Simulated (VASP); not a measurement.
System: Ti8O17 (a cell with a defect).

```xyz
25
Lattice="4.6435 4.6435 0.0000 -4.6435 4.6435 0.0000 0.0000 0.0000 5.9274" Properties=species:S:1:pos:R:3 pbc="T T T"
Ti   -2.4560    2.2505   -0.1201
Ti    2.2256    2.4572    0.0964
Ti    0.0276   -0.0043    1.5441
Ti    0.0086    4.7614    1.5590
Ti   -2.2475    2.3591    2.9244
Ti    2.2878    2.4151    3.0696
Ti   -0.0146    0.0704    4.5045
Ti   -0.1286    4.7190    4.5071
O    -1.0583    2.8634    1.2654
O     3.1617    3.2474    1.5181
O    -1.0047    0.8364    0.0159
O    -0.9034    5.6208    0.0091
O    -3.8021    3.7188    0.0024
O     0.9350    3.8570    0.0000
O     1.3398    1.4381    1.4792
O     1.3710    6.1573    1.5084
O    -1.4666    3.2769    4.4828
O     3.1170    3.2665    4.4810
O    -0.9473    0.9287    2.9908
O    -0.8438    5.7409    3.0789
O    -3.9031    3.7068    3.0376
O     0.8367    3.7914    2.9528
O     1.3545    1.4335    4.4549
O     1.4483    6.0637    4.3759
O    -1.8475    3.9436    1.8254
```

Base run:

```yaml
Program: VASP 6.6.1
Functional: r2SCAN
Potentials_or_basis: VASP PAW PBE potentials, release 64 (Ti_sv, O)
Cutoff: 580 eV
k_mesh: 1 × 1 × 1, shifted
Occupations: fermi-dirac, width 0.01 eV
Spin: no spin polarisation
```

Its results: band gap on the k mesh 2.75 eV; pressure 1.1 GPa; largest force 0.331 eV/Å.

**Question.** The run is repeated on the same cell with these changes: functional from r2SCAN to LDA; potentials or basis from VASP PAW PBE potentials, release 64 (Ti_sv, O) to VASP PAW LDA potentials, release 64 (Ti_sv, O); cutoff from 580 eV to 520 eV. What comes out?

**Answer.** Band gap on the k mesh 2.30 eV; pressure -7.1 GPa; largest force 0.267 eV/Å.

Caveats: the PAW data sets were made with another functional, which shifts forces and pressure a little (at least some runs).

A k mesh can miss the band edges.
